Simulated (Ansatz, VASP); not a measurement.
# NaHF2: VASP beside Ansatz

Contents of INCAR:

```
PREC     = Accurate       # precision mode
ENCUT    = 520            # plane-wave cutoff, eV
EDIFF    = 1E-7           # SCF threshold, eV
ISMEAR   = -1             # smearing method
SIGMA    = 0.02           # smearing width, eV
LREAL    = F              # projectors in reciprocal space
LASPH    = T              # aspherical terms in the spheres
NELM     = 60             # most SCF steps
ALGO     = Normal         # electronic algorithm
ISIF     = 2              # what is computed and relaxed
LWAVE    = F              # write WAVECAR
LCHARG   = F              # write CHGCAR
NBANDS   = 19             # bands
```

File KPOINTS:

```
Automatic mesh
0
Gamma
  10 10 10
```

The input POSCAR:

```
NaHF2
1.0
    1.7623449062      1.0174903060      4.7298520461
   -1.7623449062      1.0174903060      4.7298520461
    0.0000000000     -2.0349806121      4.7298520461
Na H F
1 1 2
Direct
    0.0000000000      0.0000000000      0.0000000000
    0.5000000000      0.5000000000      0.5000000000
    0.4100000000      0.4100000000      0.4100000000
    0.5900000000      0.5900000000      0.5900000000
```

Input for Ansatz:

```yaml
crystal:
  lattice:
    - [1.7623449062, 1.017490306, 4.7298520461]
    - [-1.7623449062, 1.017490306, 4.7298520461]
    - [0.0, -2.0349806121, 4.7298520461]
  atoms:
    - { symbol: Na, position: [0.0, 0.0, 0.0] }
    - { symbol: H, position: [0.5, 0.5, 0.5] }
    - { symbol: F, position: [0.41, 0.41, 0.41] }
    - { symbol: F, position: [0.59, 0.59, 0.59] }
kpoints:
  mp_grid: { grid: [10, 10, 10] }
  band_path:
    path:
      - [0.0, 0.0, 0.0]
      - [0.5, 0.5, 0.5]
      - [0.8024819821, 0.1975180179, 0.5]
      - [0.5, -0.1975180179, 0.1975180179]
      - [0.5, 0.0, 0.0]
      - [0.0, 0.0, 0.0]
      - [0.3487590089, -0.3487590089, 0.0]
      - [0.6512409911, 0.0, 0.3487590089]
      - [0.5, 0.0, 0.5]
    npoints: 5
scf:
  occupations: { method: fermi_dirac, width: 0.02 }
hamiltonian:
  xc: lda
  pseudopotentials: { kind: all_electron, lapw: { basis_error: 0.001 } }
output:
  forces: true
  stress: true
  eigenvalues: true
```

Change from the starting cell: volume scaled by 1.06.

Alike in both runs: task single point; functional LDA; k mesh 10 × 10 × 10; occupations fermi-dirac, width 0.02 eV; no spin polarisation.

|  | VASP | Ansatz |
| --- | --- | --- |
| version | VASP 6.6.1 | Ansatz 0.2.0 |
| potentials or method | VASP PAW LDA potentials, release 64 (Na_pv, H, F), cutoff 520 eV | all-electron LAPW, scalar-relativistic |

|  | VASP | Ansatz | Ansatz less VASP |
| --- | --- | --- | --- |
| gap on the k mesh at the Fermi level (eV) | 6.12 | 6.14 | +0.023 |
| pressure (GPa) | -8.8 | -8.7 | +0.09 |
| traceless stress, the component that is largest in VASP (GPa) | -11.66 | -11.97 | -0.317 |
| rms of the force components (eV/Å) | 0.922 | 0.939 | +0.0173 |

LDA's correlation is that of Perdew and Zunger in VASP and of Perdew and Wang (1992) in Ansatz. Atom by atom the forces differ by 0.017 eV/Å (rms over components). Ansatz ran all-electron here, and VASP with PAW potentials.
